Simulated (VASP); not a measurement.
Here is a VASP 6.6.1 calculation.

Contents of POSCAR:

```
H9ClO4
1.0
    6.0577750000      0.0000000000      0.0000000000
    0.0000000000      6.0577750000      0.0000000000
    0.0000000000      0.0000000000      6.0577750000
O H Cl
4 9 1
Direct
    0.4536110760      0.1549070347      0.1829669499
    0.5546042382      0.4180994027      0.8134414482
    0.1279187510      0.3240747040      0.4631409706
    0.8119700549      0.9860042540      0.9031853554
    0.4671870375     -0.0020900973      0.2019710578
    0.3417073523      0.2020904333      0.2888710884
    0.6352078419      0.3237245225      0.7139633433
    0.5145702707      0.3218951365      0.9365097437
    0.1697278385      0.4754025984      0.4917260456
    0.1310803528      0.2580775770      0.6080858093
    0.9482784449      0.9045088864      0.9119068601
    0.8101058453      1.0726167064      1.0369811884
    0.4433096424      0.6683232728      0.7457241947
    0.3096550536      0.8235903687      0.6630624445
```

File INCAR.step1:

```
PREC = Accurate
ENCUT = 520
ISMEAR = -1
SIGMA = 0.02
LREAL = False
LASPH = True
NELM = 100
NBANDS = 33
GGA = PE
ALGO = Normal
EDIFF = 1E-4
LWAVE = True
LCHARG = False
```

The input INCAR.step2:

```
PREC = Accurate
ENCUT = 520
EDIFF = 1E-6
ISMEAR = -1
SIGMA = 0.02
LREAL = False
LASPH = True
NELM = 100
ALGO = Normal
ISIF = 2
LWAVE = False
LCHARG = True
METAGGA = R2SCAN
LMIXTAU = True
IVDW = 12
VDW_S6 = 1.0
VDW_S8 = 0.78981345
VDW_A1 = 0.49484001
VDW_A2 = 5.73083694
LELF = True
LVHAR = True
NBANDS = 33
ISTART = 1
```

File KPOINTS:

```
Automatic mesh
0
Gamma
  1 1 1
```

Potentials or basis: VASP PAW PBE potentials, release 64 (O, H, Cl).

Run with:

```sh
$ cat potpaw_PBE.64/O/POTCAR potpaw_PBE.64/H/POTCAR potpaw_PBE.64/Cl/POTCAR > POTCAR
$ cp INCAR.step1 INCAR
$ mpirun -np 1 vasp_gam > vasp.out
$ cp INCAR.step2 INCAR
$ mpirun -np 1 vasp_gam > vasp.out
```

(1) Estimate the dispersion energy per atom.

(2) Predict the pressure.

(3) What does it give for the largest force?

Answers

(1) -0.014 eV.

(2) -0.6 GPa.

(3) 0.316 eV/Å.

Caveat: the k points lie up to 1.04 Å⁻¹ apart, too coarse for converged energies, forces and pressures; the PAW data sets were made with another functional, which shifts forces and pressure a little.
